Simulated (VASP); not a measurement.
Here is a VASP 6.6.1 calculation.

The input INCAR:

```
ALGO = Normal ; EDIFF = 1E-7
ENCUT = 520 ; GGA = CA
ISIF = 2 ; ISMEAR = -1
LASPH = T ; LCHARG = T
LELF = T ; LREAL = F
LVHAR = T ; LWAVE = F
NBANDS = 21 ; NELM = 100
PREC = Accurate ; SIGMA = 0.1
```

KPOINTS

```
k-points
0
Gamma
  9 9 9
```

Contents of POSCAR:

```
Pb
1.0
    0.0000000000      3.5023828076      3.5023828076
    3.5023828076      0.0000000000      3.5023828076
    3.5023828076      3.5023828076      0.0000000000
Pb
2
Direct
    0.1250000000      0.1250000000      0.1250000000
    0.8750000000      0.8750000000      0.8750000000
```

Potentials or basis: VASP PAW LDA potentials, release 64 (Pb_d).

Launch:

```console
$ cat potpaw_LDA.64/Pb_d/POTCAR > POTCAR
$ mpirun -np 1 vasp_std > vasp.out
```

Problem. What does it give for the band gap on the k mesh?

Solution. Zero (band 14 reaches 3.94 eV, above the bottom of band 15 at 2.90 eV).

Problem. What does it give for the pressure?

Solution. -2.1 GPa.

Caveat: spin-orbit coupling is left out, which moves the levels of the heavy elements.
